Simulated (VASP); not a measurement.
# FeAsPd (P2_13) in VASP: single point with r2SCAN

Aim: the single point of FeAsPd with r2SCAN.

Program: VASP 6.6.1. These are calculated values, not measurements. Logs are shortened: lines on timing, memory, paths and dates and some standing lists are left out, and cuts for length are marked.

### Step 1. The cell of the first run

It takes space group P2_13 (No. 198, cubic). Conventional cell: a = 5.564 Å, b = 5.564 Å, c = 5.564 Å, α = 90.00°, β = 90.00°, γ = 90.00°. Within 3.1 Å of Pd (site symmetry 3) lie 3 As at 2.33 Å and 3 Fe at 2.34 Å. As (site symmetry 3) has 1 Fe at 2.13 Å and 3 Pd at 2.33 Å within 2.8 Å. Within 2.8 Å of Fe (site symmetry 3) lie 1 As at 2.13 Å and 3 Pd at 2.34 Å.

### Step 2. Single point, r2SCAN

POSCAR reads:

```
FeAsPd
1.0
    5.5641100000      0.0000000000      0.0000000000
    0.0000000000      5.5641100000      0.0000000000
    0.0000000000      0.0000000000      5.5641100000
Pd As Fe
4 4 4
Direct
    0.9997000000      0.9997000000      0.9997000000
    0.5003000000      0.0003000000      0.4997000000
    0.4997000000      0.5003000000      0.0003000000
    0.0003000000      0.4997000000      0.5003000000
    0.6129000000      0.6129000000      0.6129000000
    0.8871000000      0.3871000000      0.1129000000
    0.1129000000      0.8871000000      0.3871000000
    0.3871000000      0.1129000000      0.8871000000
    0.3919000000      0.3919000000      0.3919000000
    0.1081000000      0.6081000000      0.8919000000
    0.8919000000      0.1081000000      0.6081000000
    0.6081000000      0.8919000000      0.1081000000
```

INCAR.step1 reads:

```
ALGO     = Normal         # electronic algorithm
EDIFF    = 1E-4           # SCF threshold, eV
ENCUT    = 520            # plane-wave cutoff, eV
GGA      = PE             # functional
ISMEAR   = 1              # smearing method
LASPH    = True           # aspherical terms in the spheres
LCHARG   = False          # write CHGCAR
LREAL    = False          # projectors in reciprocal space
LWAVE    = True           # write WAVECAR
NBANDS   = 58             # bands
NELM     = 80             # most SCF steps
PREC     = Accurate       # precision mode
SIGMA    = 0.0198         # smearing width, eV
```

INCAR.step2 reads:

```
ALGO     = Normal         # electronic algorithm
EDIFF    = 1E-6           # SCF threshold, eV
ENCUT    = 520            # plane-wave cutoff, eV
ISIF     = 2              # what is computed and relaxed
ISMEAR   = 1              # smearing method
ISTART   = 1            
LASPH    = True           # aspherical terms in the spheres
LCHARG   = False          # write CHGCAR
LMIXTAU  = True         
LREAL    = False          # projectors in reciprocal space
LWAVE    = False          # write WAVECAR
METAGGA  = R2SCAN         # meta-GGA
NBANDS   = 58             # bands
NELM     = 80             # most SCF steps
PREC     = Accurate       # precision mode
SIGMA    = 0.0198         # smearing width, eV
```

KPOINTS reads:

```
k-points
0
Gamma
  5 5 5
```

Potentials or basis: VASP PAW PBE potentials, release 64 (Pd, As, Fe).

Started as:

```
$ cat potpaw_PBE.64/Pd/POTCAR potpaw_PBE.64/As/POTCAR potpaw_PBE.64/Fe/POTCAR > POTCAR
$ cp INCAR.step1 INCAR
$ mpirun -np 1 vasp_std > vasp.out
$ cp INCAR.step2 INCAR
$ mpirun -np 1 vasp_std > vasp.out
```

OUTCAR:

```text
EDIFF = 1E-6
   ENCUT = 520
   ISIF = 2
   ISMEAR = 1
   ISTART = 1
   LASPH = True
   LREAL = False
   METAGGA = R2SCAN
   NELM = 80
   PREC = Accurate

 ion  position               nearest neighbor table
   1  1.000  1.000  1.000-   6 2.33   7 2.33   8 2.33  10 2.34  11 2.34  12 2.34
   2  0.500  0.000  0.500-   5 2.33   7 2.33   8 2.33   9 2.34  11 2.34  12 2.34
   3  0.500  0.500  0.000-   5 2.33   6 2.33   8 2.33   9 2.34  10 2.34  12 2.34
   4  0.000  0.500  0.500-   5 2.33   6 2.33   7 2.33   9 2.34  10 2.34  11 2.34
   5  0.613  0.613  0.613-   9 2.13   3 2.33   4 2.33   2 2.33
   6  0.887  0.387  0.113-  10 2.13   3 2.33   4 2.33   1 2.33
   7  0.113  0.887  0.387-  11 2.13   2 2.33   4 2.33   1 2.33
   8  0.387  0.113  0.887-  12 2.13   2 2.33   3 2.33   1 2.33
   9  0.392  0.392  0.392-   5 2.13   3 2.34   4 2.34   2 2.34
  10  0.108  0.608  0.892-   6 2.13   3 2.34   4 2.34   1 2.34
  11  0.892  0.108  0.608-   7 2.13   2 2.34   4 2.34   1 2.34
  12  0.608  0.892  0.108-   8 2.13   2 2.34   3 2.34   1 2.34

  LATTYP: Found a simple cubic cell.
 ALAT       =     5.5641100000

  Lattice vectors:

 A1 = (   5.5641100000,   0.0000000000,   0.0000000000)
 A2 = (   0.0000000000,   5.5641100000,   0.0000000000)
 A3 = (   0.0000000000,   0.0000000000,   5.5641100000)

Analysis of symmetry for initial positions (statically):
=====================================================================
 Subroutine PRICEL returns:
 Original cell was already a primitive cell.

 Routine SETGRP: Setting up the symmetry group for a
 simple cubic supercell.

 Subroutine GETGRP returns: Found 12 space group operations
 (whereof  3 operations were pure point group operations)
 out of a pool of 48 trial point group operations.

The static configuration has the point symmetry C_3 .
 The point group associated with its full space group is T   .

Analysis of symmetry for dynamics (positions and initial velocities):
=====================================================================
 Subroutine PRICEL returns:
 Original cell was already a primitive cell.

 Routine SETGRP: Setting up the symmetry group for a
 simple cubic supercell.

 Subroutine GETGRP returns: Found 12 space group operations
 (whereof  3 operations were pure point group operations)
 out of a pool of 48 trial point group operations.

The dynamic configuration has the point symmetry C_3 .
 The point group associated with its full space group is T   .

[... 116 lines left out ...]
   NUPDOWN=      -1.0000    fix difference up-down
   EMIN   =  10.00;   EMAX   =-10.00  energy-range for DOS
   EFERMI =   0.00;   METHOD = LEGACY
   ISMEAR =     1;   SIGMA  =   0.02  broadening in eV -4-tet -1-fermi 0-gaus
   EFERMI_NEDOS =   21; number of points for ismear=-14 and -15
   IALGO  =     38    algorithm
   IMIX   =      4    mixing-type and parameters
     AMIX     =   0.40;   BMIX     =  1.00
     AMIX_MAG =   1.60;   BMIX_MAG =  1.00
  volume/ion in A,a.u.               =      14.36        96.87
  Fermi-wavevector in a.u.,A,eV,Ry     =   1.328235  2.510001 24.003526  1.764209
  Thomas-Fermi vector in A             =   2.457488
   LORBIT       =      0    0 simple, 1 ext, 2 COOP (PROOUT), +10 PAW based schemes
   METAGGA = R2SCAN    functional components
   LHFCALC =     F    Hartree Fock is set to
   AEXX    =    0.0000 exact exchange contribution
   IVDW    =     0    specifies the selected vdW correction
   LEPSILON=     F    determine dielectric tensor
   LRPA    =     F    only Hartree local field effects (RPA)
 non-spin polarized calculation
 Methfessel and Paxton  Order N= 1 SIGMA  =   0.02
  energy-cutoff  :      520.00
  volume of cell :      172.26
 maximum number of plane-waves:      4697
 NGX is ok and might be reduce to    42
   NGX = 21   NGY = 21   NGZ = 21

 number of electron      92.0000023 magnetization

 Free energy of the ion-electron system (eV)
  ---------------------------------------------------
  ext. energy  EPLUGINS =         0.00000000
  ---------------------------------------------------
  free energy    TOTEN  =      -196.32163386 eV

  energy without entropy =     -196.32222482  energy(sigma->0) =     -196.32183085

 E-fermi :   8.1715     XC(G=0): -13.0140

 val. band max:        8.1682922983   @ k =   0.4000   0.0000   0.0000
 cond. band min:       8.1845728371   @ k =   0.2000   0.0000   0.0000
 fundamental gap:      0.0162805388
 Fermi energy:         8.1714984582

 k-point     1 :       0.0000    0.0000    0.0000
  band No.  band energies     occupation
      1      -5.8216      2.00000
      2      -3.9394      2.00000
      3      -3.9394      2.00000
      4      -3.9394      2.00000
      5       1.6078      2.00000
      6       1.6078      2.00000
[... 660 lines left out ...]
     57      11.5309      0.00000
     58      12.1078      0.00000

------------------------ aborting loop because EDIFF is reached ----------------------------------------

  FORCE on cell =-STRESS in cart. coord.  units (eV):
  Direction    XX          YY          ZZ          XY          YZ          ZX
  --------------------------------------------------------------------------------------
  -------------------------------------------------------------------------------------
  Total       31.9021211     31.9021211     31.9021211     -0.0000000      0.0000000      0.0000000
  in kB      296.7174037    296.7174037    296.7174037     -0.0000000      0.0000000      0.0000000
  external PRESSURE =     296.7174037 kB  Pullay stress =       0.0000000 kB

 VOLUME and BASIS-vectors are now :
 -----------------------------------------------------------------------------
  energy-cutoff  :      520.00
  volume of cell :      172.26
      direct lattice vectors                 reciprocal lattice vectors
     5.564110000  0.000000000  0.000000000     0.179723262  0.000000000  0.000000000
     0.000000000  5.564110000  0.000000000     0.000000000  0.179723262  0.000000000
     0.000000000  0.000000000  5.564110000     0.000000000  0.000000000  0.179723262

 POSITION                                       TOTAL-FORCE (eV/Angst)
 -----------------------------------------------------------------------------------
      5.56244      5.56244      5.56244        -0.549616     -0.549616     -0.549616
      2.78372      0.00167      2.78039         0.549616      0.549616     -0.549616
      2.78039      2.78372      0.00167        -0.549616      0.549616      0.549616
      0.00167      2.78039      2.78372         0.549616     -0.549616      0.549616
      3.41024      3.41024      3.41024        -0.123602     -0.123602     -0.123602
      4.93592      2.15387      0.62819         0.123602      0.123602     -0.123602
      0.62819      4.93592      2.15387        -0.123602      0.123602      0.123602
      2.15387      0.62819      4.93592         0.123602     -0.123602      0.123602
      2.18057      2.18057      2.18057        -0.103434     -0.103434     -0.103434
      0.60148      3.38354      4.96263         0.103434      0.103434     -0.103434
      4.96263      0.60148      3.38354        -0.103434      0.103434      0.103434
      3.38354      4.96263      0.60148         0.103434     -0.103434      0.103434
 -----------------------------------------------------------------------------------
    total drift:                                0.000000     -0.000000     -0.000000

  FREE ENERGIE OF THE ION-ELECTRON SYSTEM (eV)
  ---------------------------------------------------
  free  energy   TOTEN  =      -196.3216338580 eV

  energy  without entropy=     -196.3222248217  energy(sigma->0) =     -196.32183085
```

OSZICAR.step1:

```text
N       E                     dE             d eps       ncg     rms          rms(c)
DAV:   1     0.845835726233E+03    0.84584E+03   -0.39330E+04  1276   0.167E+03
DAV:   2     0.354937694580E+02   -0.81034E+03   -0.77088E+03  1302   0.408E+02
DAV:   3    -0.608292670012E+02   -0.96323E+02   -0.85909E+02  1640   0.152E+02
DAV:   4    -0.675803918557E+02   -0.67511E+01   -0.64388E+01  1872   0.398E+01
DAV:   5    -0.677259904920E+02   -0.14560E+00   -0.14490E+00  1792   0.569E+00    0.311E+01
DAV:   6    -0.841362944394E+02   -0.16410E+02   -0.10472E+02  1906   0.106E+02    0.488E+01
DAV:   7    -0.629704998607E+02    0.21166E+02   -0.75737E+01  1914   0.147E+02    0.126E+01
DAV:   8    -0.627123516501E+02    0.25815E+00   -0.63863E+00  1552   0.156E+01    0.616E+00
DAV:   9    -0.625868553212E+02    0.12550E+00   -0.60857E-01  1790   0.558E+00    0.123E+00
DAV:  10    -0.625837477203E+02    0.31076E-02   -0.43917E-02  1652   0.142E+00    0.509E-01
DAV:  11    -0.625835448725E+02    0.20285E-03   -0.13555E-02  1960   0.120E+00    0.343E-01
DAV:  12    -0.625828598275E+02    0.68505E-03   -0.32463E-03  1864   0.687E-01    0.786E-02
DAV:  13    -0.625827913154E+02    0.68512E-04   -0.18729E-04   752   0.173E-01
   1 F= -.62582791E+02 E0= -.62582824E+02  d E =0.980665E-04
```

It took 11 min on 1 thread of Oxide Virtual Turin-like, shared host; peak memory 0.3 GiB.

Results:

* Free energy: -196.3216 eV
* Pressure: 29.7 GPa
* Largest force: 0.952 eV/Å
* Band gap on the k mesh: zero (band 46 reaches 8.24 eV, above the bottom of band 47 at 8.09 eV)

Forces on the atoms (eV/Å):
```
Pd  -0.550 -0.550 -0.550
Pd   0.550  0.550 -0.550
Pd  -0.550  0.550  0.550
Pd   0.550 -0.550  0.550
As  -0.124 -0.124 -0.124
As   0.124  0.124 -0.124
As  -0.124  0.124  0.124
As   0.124 -0.124  0.124
Fe  -0.103 -0.103 -0.103
Fe   0.103  0.103 -0.103
Fe  -0.103  0.103  0.103
Fe   0.103 -0.103  0.103
```

Caveat: the PAW data sets were made with another functional, which shifts forces and pressure a little.
